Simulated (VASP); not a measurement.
A run of VASP 6.6.1:

Contents of INCAR:

```
SYSTEM = MoS2
ALGO     = Normal         ! electronic algorithm
EDIFF    = 1E-6           ! SCF threshold, eV
ENCUT    = 520            ! plane-wave cutoff, eV
GGA      = PS             ! functional
ISIF     = 2              ! what is computed and relaxed
ISMEAR   = -1             ! smearing method
LASPH    = .TRUE.         ! aspherical terms in the spheres
LCHARG   = .FALSE.        ! write CHGCAR
LREAL    = .FALSE.        ! projectors in reciprocal space
LWAVE    = .FALSE.        ! write WAVECAR
NBANDS   = 20             ! bands
NELM     = 100            ! most SCF steps
PREC     = Accurate       ! precision mode
SIGMA    = 0.05           ! smearing width, eV
```

File KPOINTS:

```
k-points
0
G
  13 13 13
  0 0 0
```

Contents of POSCAR:

```
MoS2
1.0
    1.6131303639      0.9313412498      6.1233300000
   -1.6131303639      0.9313412498      6.1233300000
    0.0000000000     -1.8626824997      6.1233300000
Mo S
1 2
Direct
    0.0000000000      0.0000000000      0.0000000000
    0.7484000000      0.7484000000      0.7484000000
    0.5849000000      0.5849000000      0.5849000000
```

Potentials or basis: VASP PAW PBE potentials, release 64 (Mo_sv, S).

Command:

```sh
$ cat potpaw_PBE.64/Mo_sv/POTCAR potpaw_PBE.64/S/POTCAR > POTCAR
$ mpirun -np 1 vasp_std > vasp.out
```

Hardware: 1 thread of Intel Xeon 8259CL, with other jobs on the host.

Task: How long does it take, and how much memory?

Result: Wall time 15 min on 1 thread of Intel Xeon 8259CL, with other jobs on the host, peak memory 0.48 GiB. Counts: scf iterations 14, k points 231.
